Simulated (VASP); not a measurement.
Set up this calculation in VASP 6.6.1, as the native input.

```yaml
Task: single point
Functional: PBE
Potentials_or_basis: VASP PAW PBE potentials, release 64 (Ba_sv, Ti_sv, O)
Cutoff: 520 eV
k_mesh: 8 × 8 × 8
Occupations: gaussian, width 0.02 eV
Spin: no spin polarisation
Dipole_correction: no
Further_INCAR_settings: ALGO = Normal; EDIFF = 1e-06; NBANDS = 28
```

The structure of BaTiO3 lies in POSCAR:

```
BaTiO3
1.0
    4.0996359530      0.0000000000      0.0000000000
    0.0000000000      4.0996359530      0.0000000000
    0.0000000000      0.0000000000      3.9710199231
Ba Ti O
1 1 3
Direct
    0.5000000000      0.5000000000      0.5000000000
    0.0000000000      0.0000000000      0.0000000000
    0.5000000000      0.0000000000      0.0000000000
    0.0000000000      0.5000000000      0.0000000000
    0.0000000000      0.0000000000      0.5000000000
```

This cell differs from its parent crystal: biaxial strain in the a-b plane: +2.0 %.

These files were run (other wordings do the same):

INCAR

```
  PREC = Accurate
  ENCUT = 520
  EDIFF = 1E-6
  ISMEAR = 0
  SIGMA = 0.02
  LREAL = False
  LASPH = True
  NELM = 60
  ALGO = Normal
  ISIF = 2
  LWAVE = False
  LCHARG = True
  GGA = PE
  LELF = True
  LVHAR = True
  NBANDS = 28
```

KPOINTS

```
Automatic mesh
0
Gamma
  8 8 8
```

Potentials or basis: VASP PAW PBE potentials, release 64 (Ba_sv, Ti_sv, O).

The run is started by

```console
$ cat potpaw_PBE.64/Ba_sv/POTCAR potpaw_PBE.64/Ti_sv/POTCAR potpaw_PBE.64/O/POTCAR > POTCAR
$ mpirun -np 1 vasp_std > vasp.out
```

Results of the run:

* Pressure: -2.4 GPa
* Band gap on the k mesh: 1.60 eV (least direct gap 1.79 eV)

Caveat: the cell differs from its parent crystal (biaxial strain in the a-b plane: +2.0 %); the stress differs along the axes, from -4 to 1 GPa; spin-orbit coupling is left out, which moves the levels of the heavy elements.

It took 63 s on 1 thread of Intel(R) Xeon(R) 6975P-C (Granite Rapids), with other jobs on the host, peak memory 0.27 GiB.
